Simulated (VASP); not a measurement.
# NbTe (P-6m2) in VASP: notebook

NbTe is run at these levels: LDA; tasks: single point.

Program: VASP 6.6.1. These are calculated values, not measurements. Logs are shortened: lines on timing, memory, paths and dates and some standing lists are left out, and cuts for length are marked.

**1. The cell of the first run**

It takes space group P-6m2 (No. 187, hexagonal). Conventional cell: a = 3.703 Å, b = 3.703 Å, c = 3.694 Å, α = 90.00°, β = 90.00°, γ = 120.00°. Nb (site symmetry -6m2) has 6 Te at 2.83 Å and 2 Nb at 3.69 Å within 3.7 Å. Te (site symmetry -6m2) has 6 Nb at 2.83 Å and 2 Te at 3.69 Å within 3.7 Å.

**2. Single point, LDA**

Input file INCAR:

```
PREC = Accurate
ENCUT = 520
EDIFF = 1E-6
ISMEAR = -1
SIGMA = 0.1
LREAL = False
LASPH = True
NELM = 60
ALGO = Normal
ISIF = 2
LWAVE = False
LCHARG = True
LELF = True
LVHAR = True
NBANDS = 16
```

Input file KPOINTS:

```
regular mesh
0
Gamma
  9 9 8
```

Input file POSCAR:

```
NbTe
1.0
    3.7029743900      0.0000000000      0.0000000000
   -1.8514871900      3.2068698900      0.0000000000
    0.0000000000      0.0000000000      3.6942110000
Nb Te
1 1
Direct
    0.0000000000      0.0000000000      0.5000000000
    0.6666666667      0.3333333333      0.0000000000
```

Potentials or basis: VASP PAW LDA potentials, release 64 (Nb_sv, Te).

On the command line:

```console
> cat potpaw_LDA.64/Nb_sv/POTCAR potpaw_LDA.64/Te/POTCAR > POTCAR
> mpirun -np 1 vasp_std > vasp.out
```

OUTCAR:

```text
PREC = Accurate
   ENCUT = 520
   EDIFF = 1E-6
   ISMEAR = -1
   LREAL = False
   LASPH = True
   NELM = 60
   ISIF = 2

 ion  position               nearest neighbor table
   1  0.000  0.000  0.500-   2 2.83   2 2.83   2 2.83   2 2.83   2 2.83   2 2.83
   2  0.667  0.333  0.000-   1 2.83   1 2.83   1 2.83   1 2.83   1 2.83   1 2.83

  LATTYP: Found a hexagonal cell.
 ALAT       =     3.7029743900
 C/A-ratio  =     0.9976334187

  Lattice vectors:

 A1 = (   3.7029743900,   0.0000000000,   0.0000000000)
 A2 = (  -1.8514871900,   3.2068698900,   0.0000000000)
 A3 = (   0.0000000000,   0.0000000000,   3.6942110000)

Analysis of symmetry for initial positions (statically):
=====================================================================
 Subroutine PRICEL returns:
 Original cell was already a primitive cell.

 Routine SETGRP: Setting up the symmetry group for a
 hexagonal supercell.

 Subroutine GETGRP returns: Found 12 space group operations
 (whereof 12 operations were pure point group operations)
 out of a pool of 24 trial point group operations.

The static configuration has the point symmetry D_3h.

Analysis of symmetry for dynamics (positions and initial velocities):
=====================================================================
 Subroutine PRICEL returns:
 Original cell was already a primitive cell.

 Routine SETGRP: Setting up the symmetry group for a
 hexagonal supercell.

 Subroutine GETGRP returns: Found 12 space group operations
 (whereof 12 operations were pure point group operations)
 out of a pool of 24 trial point group operations.

The dynamic configuration has the point symmetry D_3h.

 Subroutine INISYM returns: Found 12 space group operations
 (whereof 12 operations are pure point group operations),
 and found     1 'primitive' translations

----------------------------------------------------------------------------------------

                                     Primitive cell

  volume of cell :      43.8686

  direct lattice vectors                    reciprocal lattice vectors
     3.702974390  0.000000000  0.000000000     0.270053177  0.155915274  0.000000000
    -1.851487190  3.206869890  0.000000000     0.000000000  0.311830550  0.000000000
     0.000000000  0.000000000  3.694211000     0.000000000  0.000000000  0.270693796

[... 74 lines left out ...]
   PREC   = accura    normal or accurate (medium, high low for compatibility)
   ISTART =      0    job   : 0-new  1-cont  2-samecut
   ICHARG =      2    charge: 1-file 2-atom 10-const
   ISPIN  =      1    spin polarized calculation?
   LNONCOLLINEAR =      F non collinear calculations
   LSORBIT =      F    spin-orbit coupling
   LASPH  =      T    aspherical Exc in radial PAW
   ENCUT  =  520.0 eV  38.22 Ry    6.18 a.u.   6.89  6.89  6.87*2*pi/ulx,y,z
   NELM   =     60;   NELMIN=  2; NELMDL= -5     # of ELM steps
   EDIFF  = 0.1E-05   stopping-criterion for ELM
   LREAL  =      F    real-space projection
   EDIFFG = 0.1E-04   stopping-criterion for IOM
   NSW    =      0    number of steps for IOM
   IBRION =     -1    ionic relax: 0-MD 1-quasi-New 2-CG
   NFREE  =      0    steps in history (QN), initial steepest desc. (CG)
   ISIF   =      2    stress and relaxation
   ISYM   =      2    0-nonsym 1-usesym 2-fastsym
   POTIM  = 0.5000    time-step for ionic-motion
   TEBEG  =    0.0;   TEEND  =   0.0 temperature during run
   PSTRESS=    0.0 pullay stress
   NELECT =      19.0000    total number of electrons
   NUPDOWN=      -1.0000    fix difference up-down
   EMIN   =  10.00;   EMAX   =-10.00  energy-range for DOS
   EFERMI =   0.00;   METHOD = LEGACY
   ISMEAR =    -1;   SIGMA  =   0.10  broadening in eV -4-tet -1-fermi 0-gaus
   EFERMI_NEDOS =   21; number of points for ismear=-14 and -15
   IALGO  =     38    algorithm
   IMIX   =      4    mixing-type and parameters
     AMIX     =   0.40;   BMIX     =  1.00
     AMIX_MAG =   1.60;   BMIX_MAG =  1.00
  volume/ion in A,a.u.               =      21.93       148.02
  Fermi-wavevector in a.u.,A,eV,Ry     =   1.238630  2.340671 20.874102  1.534203
  Thomas-Fermi vector in A             =   2.373147
   LORBIT       =      0    0 simple, 1 ext, 2 COOP (PROOUT), +10 PAW based schemes
   GGA     = CA    functional components
   LHFCALC =     F    Hartree Fock is set to
   AEXX    =    0.0000 exact exchange contribution
   IVDW    =     0    specifies the selected vdW correction
   LEPSILON=     F    determine dielectric tensor
   LRPA    =     F    only Hartree local field effects (RPA)
 non-spin polarized calculation
  energy-cutoff  :      520.00
  volume of cell :       43.87
 maximum number of plane-waves:      1194
 NGX is ok and might be reduce to    28
   NGX = 13   NGY = 13   NGZ = 13

 number of electron      18.9999998 magnetization

 Free energy of the ion-electron system (eV)
  ---------------------------------------------------
  ext. energy  EPLUGINS =         0.00000000
  ---------------------------------------------------
  free energy    TOTEN  =       -15.47611567 eV

  energy without entropy =      -15.42824887  energy(sigma->0) =      -15.45218227

 E-fermi :  10.8620     XC(G=0): -11.4503

 val. band max:       10.8604772578   @ k =   0.1111   0.1111   0.0000
 cond. band min:      10.8674250366   @ k =   0.2222   0.0000   0.0000
 fundamental gap:      0.0069477787
 Fermi energy:        10.8620096123

 k-point     1 :       0.0000    0.0000    0.0000
  band No.  band energies     occupation
      1     -44.3976      2.00000
      2     -20.7494      2.00000
      3     -20.5602      2.00000
      4     -20.5602      2.00000
      5      -3.3702      2.00000
      6       7.7299      2.00000
[... 433 lines left out ...]
      3     -20.6624      2.00000
      4     -20.6417      2.00000
      5      -1.4421      2.00000
      6       4.6381      2.00000
[... 8 lines left out ...]
     15      18.0559      0.00000
     16      18.2227      0.00000

 [... further k-points ...]
[... 5 lines left out ...]
  --------------------------------------------------------------------------------------
  -------------------------------------------------------------------------------------
  Total       -1.9197721     -1.9197721     -2.2004174     -0.0000000     -0.0000000     -0.0000000
  in kB      -70.1142869    -70.1142869    -80.3640663     -0.0000001     -0.0000000     -0.0000000
  external PRESSURE =     -73.5308800 kB  Pullay stress =       0.0000000 kB

 VOLUME and BASIS-vectors are now :
 -----------------------------------------------------------------------------
  energy-cutoff  :      520.00
  volume of cell :       43.87
      direct lattice vectors                 reciprocal lattice vectors
     3.702974390  0.000000000  0.000000000     0.270053177  0.155915274  0.000000000
    -1.851487190  3.206869890  0.000000000     0.000000000  0.311830550  0.000000000
     0.000000000  0.000000000  3.694211000     0.000000000  0.000000000  0.270693796

 POSITION                                       TOTAL-FORCE (eV/Angst)
 -----------------------------------------------------------------------------------
      0.00000      0.00000      1.84711        -0.000000      0.000000      0.000000
      1.85149      1.06896      0.00000         0.000000     -0.000000      0.000000
 -----------------------------------------------------------------------------------
    total drift:                               -0.000000      0.000000      0.000000

  FREE ENERGIE OF THE ION-ELECTRON SYSTEM (eV)
  ---------------------------------------------------
  free  energy   TOTEN  =       -15.4761156685 eV

  energy  without entropy=      -15.4282488726  energy(sigma->0) =      -15.45218227
```

stdout:

```text
POSCAR found type information on POSCAR NbTe
 POSCAR found :  2 types and       2 ions
 scaLAPACK will be used
 LDA part: xc-table for (Slater(with rela. corr.)+CA(PZ))
 , standard interpolation
 POSCAR, INCAR and KPOINTS ok, starting setup
 FFT: planning ... GRIDC
 FFT: planning ... GRID_SOFT
 FFT: planning ... GRID
 WAVECAR not read
 entering main loop
```

Wall time 14 s (1 thread of Intel Xeon 6975P-C (Granite Rapids), shared host); peak memory 0.16 GiB.

Results:

```
Free energy : -15.4761 eV
Pressure    : -7.4 GPa
```

Stress tensor (GPa, compression positive):
```
-7.01  0.00  0.00
 0.00 -7.01  0.00
 0.00  0.00 -8.04
```

Levels at points of the mesh, in eV from the Fermi level:
```tsv
k point	band 7	band 8	band 9	band 10	band 11	band 12	band 13	band 14
(0.00, 0.00, 0.00)	-3.13	-2.97	-2.31	0.14	0.14	2.45	2.45	2.83
(0.00, 0.00, 0.50)	-2.59	-2.59	-0.96	-0.96	0.65	1.66	1.66	5.29
```

Caveat: spin-orbit coupling is left out, which moves the levels of the heavy elements.

**3. Single point, LDA**

Input file INCAR:

```
SYSTEM = NbTe
ALGO = Normal
EDIFF = 1E-6
ENCUT = 520
GGA = CA
ISIF = 2
ISMEAR = -1
LASPH = .TRUE.
LCHARG = .TRUE.
LELF = .TRUE.
LREAL = .FALSE.
LVHAR = .TRUE.
LWAVE = .FALSE.
NBANDS = 16
NELM = 100
PREC = Accurate
SIGMA = 0.1
```

Input file KPOINTS:

```
k-points
0
G
  9 9 8
  0 0 0
```

POSCAR is that of step 2.

Potentials or basis: VASP PAW LDA potentials, release 64 (Nb_sv, Te).

On the command line:

```console
> cat potpaw_LDA.64/Nb_sv/POTCAR potpaw_LDA.64/Te/POTCAR > POTCAR
> mpirun -np 1 vasp_std > vasp.out
```

Wall time 14 s (1 thread of Intel Xeon 6975P-C (Granite Rapids), shared host); peak memory 0.17 GiB.

The run converged. Its results:

- Free energy: -15.4761 eV
- Pressure: -7.4 GPa

Stress tensor (GPa, compression positive):
```
-7.01  0.00  0.00
 0.00 -7.01  0.00
 0.00  0.00 -8.04
```

Levels at points of the mesh, in eV from the Fermi level:
```tsv
k point	band 7	band 8	band 9	band 10	band 11	band 12	band 13	band 14
(0.00, 0.00, 0.00)	-3.13	-2.97	-2.31	0.14	0.14	2.45	2.45	2.83
(0.00, 0.00, 0.50)	-2.59	-2.59	-0.96	-0.96	0.65	1.66	1.66	5.29
```

Caveat: spin-orbit coupling is left out, which moves the levels of the heavy elements.
